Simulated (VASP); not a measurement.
# LiHPd (P4/mmm) in VASP: a series of runs

The runs below take LiHPd through single point, with LDA.

Program: VASP 6.6.1. These are calculated values, not measurements. Logs are shortened: lines on timing, memory, paths and dates and some standing lists are left out, and cuts for length are marked.

## Step 1: The cell of the first run

The structure is tetragonal, space group P4/mmm (No. 123). Conventional cell: a = 2.779 Å, b = 2.779 Å, c = 3.904 Å, α = 90.00°, β = 90.00°, γ = 90.00°. Li (site symmetry 4/mmm) has 2 H at 1.95 Å within 2.6 Å. Within 2.6 Å of H (site symmetry 4/mmm) lie 2 Li at 1.95 Å and 4 Pd at 1.97 Å. Within 2.6 Å of Pd (site symmetry 4/mmm) lie 4 H at 1.97 Å.

## Step 2: Single point, LDA

File INCAR:

```
SYSTEM = LiHPd
PREC     = Accurate       ! precision mode
ENCUT    = 520            ! plane-wave cutoff, eV
EDIFF    = 1E-6           ! SCF threshold, eV
ISMEAR   = -1             ! smearing method
SIGMA    = 0.1            ! smearing width, eV
LREAL    = .False.        ! projectors in reciprocal space
LASPH    = .True.         ! aspherical terms in the spheres
NELM     = 100            ! most SCF steps
ALGO     = Normal         ! electronic algorithm
ISIF     = 2              ! what is computed and relaxed
LWAVE    = .False.        ! write WAVECAR
LCHARG   = .False.        ! write CHGCAR
GGA      = CA             ! functional
NBANDS   = 14             ! bands
```

File KPOINTS:

```
regular mesh
0
Gamma
  10 10 7
  0 0 0
```

File POSCAR:

```
LiHPd
1.0
    2.7794667000      0.0000000000      0.0000000000
    0.0000000000      2.7794667000      0.0000000000
    0.0000000000      0.0000000000      3.9043154300
Li H Pd
1 1 1
Direct
    0.5000000000      0.5000000000      0.5000000013
    0.5000000000      0.5000000000      0.0000000000
    0.0000000000      0.0000000000      0.0000000000
```

Potentials or basis: VASP PAW LDA potentials, release 64 (Li_sv, H, Pd).

Launch:

```sh
cat potpaw_LDA.64/Li_sv/POTCAR potpaw_LDA.64/H/POTCAR potpaw_LDA.64/Pd/POTCAR > POTCAR
mpirun -np 1 vasp_std > vasp.out
```

OUTCAR:

```text
SYSTEM = LiHPd
   PREC = Accurate
   ENCUT = 520
   EDIFF = 1E-6
   ISMEAR = -1
   LREAL = .False.
   LASPH = .True.
   NELM = 100
   ISIF = 2
   GGA = CA

 ion  position               nearest neighbor table
   1  0.500  0.500  0.500-   3 2.77   3 2.77   3 2.77   3 2.77   3 2.77   3 2.77   3 2.77   3 2.77

   2  0.500  0.500  0.000-   3 1.97   3 1.97   3 1.97   3 1.97
   3  0.000  0.000  0.000-   2 1.97   2 1.97   2 1.97   2 1.97   1 2.77   1 2.77   1 2.77   1 2.77
                             1 2.77   1 2.77   1 2.77   1 2.77

  LATTYP: Found a simple tetragonal cell.
 ALAT       =     2.7794667000
 C/A-ratio  =     1.4046994807

  Lattice vectors:

 A1 = (   2.7794667000,   0.0000000000,   0.0000000000)
 A2 = (   0.0000000000,   2.7794667000,   0.0000000000)
 A3 = (   0.0000000000,   0.0000000000,   3.9043154300)

Analysis of symmetry for initial positions (statically):
=====================================================================
 Subroutine PRICEL returns:
 Original cell was already a primitive cell.

 Routine SETGRP: Setting up the symmetry group for a
 simple tetragonal supercell.

 Subroutine GETGRP returns: Found 16 space group operations
 (whereof 16 operations were pure point group operations)
 out of a pool of 16 trial point group operations.

The static configuration has the point symmetry D_4h.

Analysis of symmetry for dynamics (positions and initial velocities):
=====================================================================
 Subroutine PRICEL returns:
 Original cell was already a primitive cell.

 Routine SETGRP: Setting up the symmetry group for a
 simple tetragonal supercell.

 Subroutine GETGRP returns: Found 16 space group operations
 (whereof 16 operations were pure point group operations)
 out of a pool of 16 trial point group operations.

The dynamic configuration has the point symmetry D_4h.

 Subroutine INISYM returns: Found 16 space group operations
 (whereof 16 operations are pure point group operations),
 and found     1 'primitive' translations

----------------------------------------------------------------------------------------

                                     Primitive cell

  volume of cell :      30.1625

  direct lattice vectors                    reciprocal lattice vectors
     2.779466700  0.000000000  0.000000000     0.359781249  0.000000000  0.000000000
     0.000000000  2.779466700  0.000000000     0.000000000  0.359781249  0.000000000
     0.000000000  0.000000000  3.904315430     0.000000000  0.000000000  0.256126847

  length of vectors
     2.779466700  2.779466700  3.904315430     0.359781249  0.359781249  0.256126847

  position of ions in fractional coordinates (direct lattice)
     0.500000000  0.500000000  0.500000001
     0.500000000  0.500000000  0.000000000
     0.000000000  0.000000000  0.000000000

  ion indices of the primitive-cell ions
   primitive index   ion index
                 1           1
                 2           2
                 3           3

----------------------------------------------------------------------------------------

 KPOINTS: regular mesh

Automatic generation of k-mesh.
 Grid dimensions read from file:
 generate k-points for:   10   10    7

 Generating k-lattice:

  Cartesian coordinates                     Fractional coordinates (reciprocal lattice)
     0.035978125  0.000000000  0.000000000     0.100000000  0.000000000  0.000000000
     0.000000000  0.035978125  0.000000000     0.000000000  0.100000000  0.000000000
     0.000000000  0.000000000  0.036589550     0.000000000  0.000000000  0.142857143

  Length of vectors
     0.035978125  0.035978125  0.036589550

  Shift w.r.t. Gamma in fractional coordinates (k-lattice)
     0.000000000  0.000000000  0.000000000

 Subroutine IBZKPT returns following result:
 ===========================================

 Found     84 irreducible k-points:

 Following reciprocal coordinates:
            Coordinates               Weight
  0.000000  0.000000  0.000000      1.000000
  0.100000  0.000000  0.000000      4.000000
  0.200000  0.000000  0.000000      4.000000
  0.300000  0.000000  0.000000      4.000000
  0.400000  0.000000  0.000000      4.000000
  0.500000  0.000000  0.000000      2.000000
[... 16 lines left out ...]
  0.100000  0.000000  0.142857      8.000000
  0.200000  0.000000  0.142857      8.000000
 [... further k-points ...]
   k-points           NKPTS =     84   k-points in BZ     NKDIM =     84   number of bands    NBANDS=     14
   number of dos      NEDOS =    301   number of ions     NIONS =      3
   total plane-waves  NPLWV =  17280
   dimension x,y,z NGX =    24 NGY =   24 NGZ =   30
   dimension x,y,z NGXF=    48 NGYF=   48 NGZF=   60
   ions per type =               1   1   1
   NGX,Y,Z   is equivalent  to a cutoff of  14.35, 14.35, 12.77 a.u.
   NGXF,Y,Z  is equivalent  to a cutoff of  28.71, 28.71, 25.55 a.u.
 SYSTEM =  LiHPd
   PREC   = accura    normal or accurate (medium, high low for compatibility)
   ISTART =      0    job   : 0-new  1-cont  2-samecut
   ICHARG =      2    charge: 1-file 2-atom 10-const
   ISPIN  =      1    spin polarized calculation?
   LNONCOLLINEAR =      F non collinear calculations
   LSORBIT =      F    spin-orbit coupling
   LASPH  =      T    aspherical Exc in radial PAW
   ENCUT  =  520.0 eV  38.22 Ry    6.18 a.u.   5.17  5.17  7.26*2*pi/ulx,y,z
   NELM   =    100;   NELMIN=  2; NELMDL= -5     # of ELM steps
   EDIFF  = 0.1E-05   stopping-criterion for ELM
   LREAL  =      F    real-space projection
   EDIFFG = 0.1E-04   stopping-criterion for IOM
   NSW    =      0    number of steps for IOM
   IBRION =     -1    ionic relax: 0-MD 1-quasi-New 2-CG
   NFREE  =      0    steps in history (QN), initial steepest desc. (CG)
   ISIF   =      2    stress and relaxation
   ISYM   =      2    0-nonsym 1-usesym 2-fastsym
   POTIM  = 0.5000    time-step for ionic-motion
   TEBEG  =    0.0;   TEEND  =   0.0 temperature during run
   PSTRESS=    0.0 pullay stress
   NELECT =      14.0000    total number of electrons
   NUPDOWN=      -1.0000    fix difference up-down
   EMIN   =  10.00;   EMAX   =-10.00  energy-range for DOS
   EFERMI =   0.00;   METHOD = LEGACY
   ISMEAR =    -1;   SIGMA  =   0.10  broadening in eV -4-tet -1-fermi 0-gaus
   EFERMI_NEDOS =   21; number of points for ismear=-14 and -15
   IALGO  =     38    algorithm
   IMIX   =      4    mixing-type and parameters
     AMIX     =   0.40;   BMIX     =  1.00
     AMIX_MAG =   1.60;   BMIX_MAG =  1.00
  volume/ion in A,a.u.               =      10.05        67.85
  Fermi-wavevector in a.u.,A,eV,Ry     =   1.267540  2.395303 21.859893  1.606657
  Thomas-Fermi vector in A             =   2.400682
   LORBIT       =      0    0 simple, 1 ext, 2 COOP (PROOUT), +10 PAW based schemes
   GGA     = CA    functional components
   LHFCALC =     F    Hartree Fock is set to
   AEXX    =    0.0000 exact exchange contribution
   IVDW    =     0    specifies the selected vdW correction
   LEPSILON=     F    determine dielectric tensor
   LRPA    =     F    only Hartree local field effects (RPA)
 non-spin polarized calculation
  energy-cutoff  :      520.00
  volume of cell :       30.16
 maximum number of plane-waves:       828
 NGX is ok and might be reduce to    24
   NGX = 11   NGY = 11   NGZ = 15

 number of electron      14.0000009 magnetization

 Free energy of the ion-electron system (eV)
  ---------------------------------------------------
  ext. energy  EPLUGINS =         0.00000000
  ---------------------------------------------------
  free energy    TOTEN  =       -13.44062548 eV

  energy without entropy =      -13.42637980  energy(sigma->0) =      -13.43350264

 E-fermi :   6.2677     XC(G=0): -11.1632

 val. band max:        6.2518279764   @ k =   0.5000   0.3000   0.0000
 cond. band min:       6.2766160328   @ k =   0.5000   0.0000   0.4286
 fundamental gap:      0.0247880563
 Fermi energy:         6.2677319516

 k-point     1 :       0.0000    0.0000    0.0000
  band No.  band energies     occupation
      1     -38.6679      2.00000
      2      -3.0544      2.00000
      3       1.3042      2.00000
      4       1.9308      2.00000
      5       4.1955      2.00000
      6       4.1955      2.00000
      7       4.5749      2.00000
      8       7.5726      0.00000
      9      11.8253      0.00000
     10      16.3325      0.00000
     11      16.3325      0.00000
     12      20.8172      0.00000
     13      21.5267      0.00000
     14      24.9382      0.00000

 k-point     2 :       0.1000    0.0000    0.0000
  band No.  band energies     occupation
      1     -38.6659      2.00000
      2      -2.8347      2.00000
      3       1.4171      2.00000
      4       1.9885      2.00000
      5       3.8539      2.00000
      6       4.2134      2.00000
      7       4.4198      2.00000
      8       8.0681      0.00000
      9      11.4052      0.00000
     10      15.4443      0.00000
     11      16.6493      0.00000
     12      20.1561      0.00000
     13      22.8813      0.00000
     14      24.1967      0.00000

 k-point     3 :       0.2000    0.0000    0.0000
  band No.  band energies     occupation
      1     -38.6605      2.00000
      2      -2.2040      2.00000
      3       1.7004      2.00000
      4       2.1458      2.00000
      5       3.1888      2.00000
      6       4.0404      2.00000
      7       4.2604      2.00000
      8       9.2154      0.00000
      9      10.1879      0.00000
     10      14.3242      0.00000
     11      17.5177      0.00000
     12      18.7775      0.00000
     13      21.6313      0.00000
     14      24.8177      0.00000
[... 324 lines left out ...]
 k-point    23 :       0.1000    0.0000    0.1429
  band No.  band energies     occupation
      1     -38.6656      2.00000
      2      -2.8165      2.00000
      3       1.4246      2.00000
      4       2.1304      2.00000
      5       3.8261      2.00000
      6       4.1874      2.00000
      7       4.4217      2.00000
      8       7.3243      0.00005
      9      12.2709      0.00000
     10      15.7392      0.00000
     11      16.9329      0.00000
     12      19.5919      0.00000
     13      22.3755      0.00000
     14      24.0903      0.00000

 k-point    24 :       0.2000    0.0000    0.1429
  band No.  band energies     occupation
      1     -38.6603      2.00000
      2      -2.1846      2.00000
      3       1.7096      2.00000
      4       2.2656      2.00000
      5       3.1842      2.00000
      6       4.0430      2.00000
      7       4.2380      2.00000
      8       8.0769      0.00000
      9      11.2204      0.00000
     10      14.7458      0.00000
     11      17.7776      0.00000
     12      17.9518      0.00000
     13      22.5135      0.00000
     14      24.4155      0.00000

 [... further k-points ...]
[... 5 lines left out ...]
  --------------------------------------------------------------------------------------
  -------------------------------------------------------------------------------------
  Total       -1.2072198     -1.2072198     -0.4483427      0.0000000     -0.0000000      0.0000000
  in kB      -64.1252509    -64.1252509    -23.8151223      0.0000000     -0.0000000      0.0000000
  external PRESSURE =     -50.6885414 kB  Pullay stress =       0.0000000 kB

 VOLUME and BASIS-vectors are now :
 -----------------------------------------------------------------------------
  energy-cutoff  :      520.00
  volume of cell :       30.16
      direct lattice vectors                 reciprocal lattice vectors
     2.779466700  0.000000000  0.000000000     0.359781249  0.000000000  0.000000000
     0.000000000  2.779466700  0.000000000     0.000000000  0.359781249  0.000000000
     0.000000000  0.000000000  3.904315430     0.000000000  0.000000000  0.256126847

 POSITION                                       TOTAL-FORCE (eV/Angst)
 -----------------------------------------------------------------------------------
      1.38973      1.38973      1.95216         0.000000      0.000000      0.000000
      1.38973      1.38973      0.00000         0.000000      0.000000      0.000000
      0.00000      0.00000      0.00000         0.000000      0.000000      0.000000
 -----------------------------------------------------------------------------------
    total drift:                                0.000000     -0.000000     -0.000002

  FREE ENERGIE OF THE ION-ELECTRON SYSTEM (eV)
  ---------------------------------------------------
  free  energy   TOTEN  =       -13.4406254772 eV

  energy  without entropy=      -13.4263798049  energy(sigma->0) =      -13.43350264
```

Wall time 15 s (1 thread of Intel Xeon Platinum 8488C (Sapphire Rapids), shared host); peak memory 0.16 GiB.

Results:

| Item | Value |
| --- | --- |
| Free energy | -13.4406 eV |
| Band gap on the k mesh | zero (band 7 reaches 10.20 eV, above the bottom of band 8 at 4.58 eV) |

Caveat: the cutoff is under 1.25 times the usual one of these potentials, so pressure, stress and relaxed cells hold a basis-set (Pulay) error.

## Step 3: Single point, LDA

File INCAR:

```
SYSTEM = LiHPd
PREC = Accurate
ENCUT = 520
EDIFF = 1E-6
ISMEAR = -1
SIGMA = 0.1
LREAL = .False.
LASPH = .True.
NELM = 80
ALGO = Normal
ISIF = 2
LWAVE = .False.
LCHARG = .True.
LELF = .True.
LVHAR = .True.
NBANDS = 14
```

KPOINTS is that of step 2.

POSCAR is that of step 2.

Potentials or basis: VASP PAW LDA potentials, release 64 (Li_sv, H, Pd).

Launch:

```sh
cat potpaw_LDA.64/Li_sv/POTCAR potpaw_LDA.64/H/POTCAR potpaw_LDA.64/Pd/POTCAR > POTCAR
mpirun -np 1 vasp_std > vasp.out
```

OUTCAR:

```text
SYSTEM = LiHPd
   PREC = Accurate
   ENCUT = 520
   EDIFF = 1E-6
   ISMEAR = -1
   LREAL = .False.
   LASPH = .True.
   NELM = 80
   ISIF = 2

 ion  position               nearest neighbor table
   1  0.500  0.500  0.500-   3 2.77   3 2.77   3 2.77   3 2.77   3 2.77   3 2.77   3 2.77   3 2.77

   2  0.500  0.500  0.000-   3 1.97   3 1.97   3 1.97   3 1.97
   3  0.000  0.000  0.000-   2 1.97   2 1.97   2 1.97   2 1.97   1 2.77   1 2.77   1 2.77   1 2.77
                             1 2.77   1 2.77   1 2.77   1 2.77

  LATTYP: Found a simple tetragonal cell.
 ALAT       =     2.7794667000
 C/A-ratio  =     1.4046994807

  Lattice vectors:

 A1 = (   2.7794667000,   0.0000000000,   0.0000000000)
 A2 = (   0.0000000000,   2.7794667000,   0.0000000000)
 A3 = (   0.0000000000,   0.0000000000,   3.9043154300)

Analysis of symmetry for initial positions (statically):
=====================================================================
 Subroutine PRICEL returns:
 Original cell was already a primitive cell.

 Routine SETGRP: Setting up the symmetry group for a
 simple tetragonal supercell.

 Subroutine GETGRP returns: Found 16 space group operations
[... 176 lines left out ...]
      1     -38.6679      2.00000
      2      -3.0544      2.00000
      3       1.3042      2.00000
      4       1.9308      2.00000
      5       4.1955      2.00000
      6       4.1955      2.00000
      7       4.5749      2.00000
      8       7.5726      0.00000
      9      11.8253      0.00000
     10      16.3325      0.00000
     11      16.3325      0.00000
     12      20.8172      0.00000
     13      21.5267      0.00000
     14      24.9382      0.00000
[... 377 lines left out ...]
      1     -38.6603      2.00000
      2      -2.1846      2.00000
      3       1.7096      2.00000
      4       2.2656      2.00000
      5       3.1842      2.00000
      6       4.0430      2.00000
      7       4.2380      2.00000
      8       8.0769      0.00000
      9      11.2204      0.00000
     10      14.7458      0.00000
     11      17.7776      0.00000
     12      17.9518      0.00000
     13      22.5135      0.00000
     14      24.4155      0.00000

 [... further k-points ...]
[... 5 lines left out ...]
  --------------------------------------------------------------------------------------
  -------------------------------------------------------------------------------------
  Total       -1.2072198     -1.2072198     -0.4483427      0.0000000     -0.0000000      0.0000000
  in kB      -64.1252509    -64.1252509    -23.8151223      0.0000000     -0.0000000      0.0000000
  external PRESSURE =     -50.6885414 kB  Pullay stress =       0.0000000 kB

 VOLUME and BASIS-vectors are now :
 -----------------------------------------------------------------------------
  energy-cutoff  :      520.00
  volume of cell :       30.16
      direct lattice vectors                 reciprocal lattice vectors
     2.779466700  0.000000000  0.000000000     0.359781249  0.000000000  0.000000000
     0.000000000  2.779466700  0.000000000     0.000000000  0.359781249  0.000000000
     0.000000000  0.000000000  3.904315430     0.000000000  0.000000000  0.256126847

 POSITION                                       TOTAL-FORCE (eV/Angst)
 -----------------------------------------------------------------------------------
      1.38973      1.38973      1.95216         0.000000      0.000000      0.000000
      1.38973      1.38973      0.00000         0.000000      0.000000      0.000000
      0.00000      0.00000      0.00000         0.000000      0.000000      0.000000
 -----------------------------------------------------------------------------------
    total drift:                                0.000000     -0.000000     -0.000002

  FREE ENERGIE OF THE ION-ELECTRON SYSTEM (eV)
  ---------------------------------------------------
  free  energy   TOTEN  =       -13.4406254772 eV

  energy  without entropy=      -13.4263798049  energy(sigma->0) =      -13.43350264
```

OSZICAR:

```text
N       E                     dE             d eps       ncg     rms          rms(c)
DAV:   1     0.612263175114E+02    0.61226E+02   -0.64071E+03  2352   0.985E+02
DAV:   2    -0.994552307082E+01   -0.71172E+02   -0.65771E+02  2916   0.216E+02
DAV:   3    -0.140189705844E+02   -0.40734E+01   -0.40299E+01  4018   0.405E+01
DAV:   4    -0.140913039749E+02   -0.72333E-01   -0.72254E-01  2802   0.571E+00
DAV:   5    -0.140924743088E+02   -0.11703E-02   -0.11703E-02  3108   0.543E-01    0.803E+00
DAV:   6    -0.135669311221E+02    0.52554E+00   -0.43185E+00  2664   0.150E+01    0.341E+00
DAV:   7    -0.134573930433E+02    0.10954E+00   -0.45001E-01  2562   0.517E+00    0.178E+00
DAV:   8    -0.134415092733E+02    0.15884E-01   -0.12839E-02  3262   0.734E-01    0.385E-01
DAV:   9    -0.134407105933E+02    0.79868E-03   -0.34342E-03  2772   0.417E-01    0.877E-02
DAV:  10    -0.134406284753E+02    0.82118E-04   -0.19695E-04  2894   0.108E-01    0.134E-02
DAV:  11    -0.134406253276E+02    0.31477E-05   -0.14678E-05  2796   0.259E-02    0.749E-03
DAV:  12    -0.134406254772E+02   -0.14963E-06   -0.50665E-07  1932   0.527E-03
   1 F= -.13440625E+02 E0= -.13433503E+02  d E =-.142457E-01
```

stdout:

```text
POSCAR found type information on POSCAR LiH Pd
 POSCAR found :  3 types and       3 ions
 scaLAPACK will be used
 LDA part: xc-table for (Slater(with rela. corr.)+CA(PZ))
 , standard interpolation
 POSCAR, INCAR and KPOINTS ok, starting setup
 FFT: planning ... GRIDC
 FFT: planning ... GRID_SOFT
 FFT: planning ... GRID
 WAVECAR not read
 entering main loop
```

It took 19 s on 1 thread of Intel Xeon Platinum 8488C (Sapphire Rapids), shared host; peak memory 0.16 GiB.

Results:

| Item | Value |
| --- | --- |
| Free energy | -13.4406 eV |
| Band gap on the k mesh | zero (band 7 reaches 10.20 eV, above the bottom of band 8 at 4.58 eV) |

Levels at points of the mesh, in eV from the Fermi level:
| k point | band 3 | band 4 | band 5 | band 6 | band 7 | band 8 | band 9 | band 10 | band 11 | band 12 |
| --- | --- | --- | --- | --- | --- | --- | --- | --- | --- | --- |
| (0.00, 0.00, 0.00) | -4.96 | -4.34 | -2.07 | -2.07 | -1.69 | 1.30 | 5.56 | 10.06 | 10.06 | 14.55 |
| (0.50, 0.00, 0.00) | -5.02 | -4.24 | -3.67 | -3.08 | -1.88 | 0.99 | 6.56 | 7.71 | 8.53 | 10.80 |
| (0.50, 0.50, 0.00) | -3.51 | -3.51 | -2.68 | -0.62 | 1.48 | 1.48 | 4.68 | 6.26 | 7.66 | 10.47 |

Caveat: the cutoff is under 1.25 times the usual one of these potentials, so pressure, stress and relaxed cells hold a basis-set (Pulay) error.
